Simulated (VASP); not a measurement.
A run of VASP 6.6.1:

Contents of INCAR:

```
SYSTEM = Ta
ALGO = Normal
EDIFF = 1E-6
ENCUT = 520
GGA = PE
ISIF = 2
ISMEAR = -1
LASPH = .True.
LCHARG = .True.
LELF = .True.
LREAL = .False.
LVHAR = .True.
LWAVE = .False.
NBANDS = 18
NELM = 80
PREC = Accurate
SIGMA = 0.05
```

File KPOINTS:

```
k-points
0
Gamma
  10 10 1
  0 0 0
```

File POSCAR:

```
Ta
1.0
    2.7189800000      0.0000000000      0.0000000000
    0.0000000000      2.7189800000      0.0000000000
    0.0000000000      0.0000000000     28.4866400000
Ta
2
Direct
    1.0000000000      0.5000000000      0.3026400000
    0.5000000000      0.0000000000      0.2239200000
```

Potentials or basis: VASP PAW PBE potentials, release 64 (Ta_pv).

Command:

```bash
$ cat potpaw_PBE.64/Ta_pv/POTCAR > POTCAR
$ mpirun -np 1 vasp_std > vasp.out
```

Hardware: 1 thread of Intel(R) Xeon(R) 6975P-C (Granite Rapids), with other jobs on the host.

Question: How long does it take, and how much memory?

Answer: It took 43 s on 1 thread of Intel(R) Xeon(R) 6975P-C (Granite Rapids), with other jobs on the host, peak memory 0.29 GiB. Counts: scf iterations 21, k points 21.
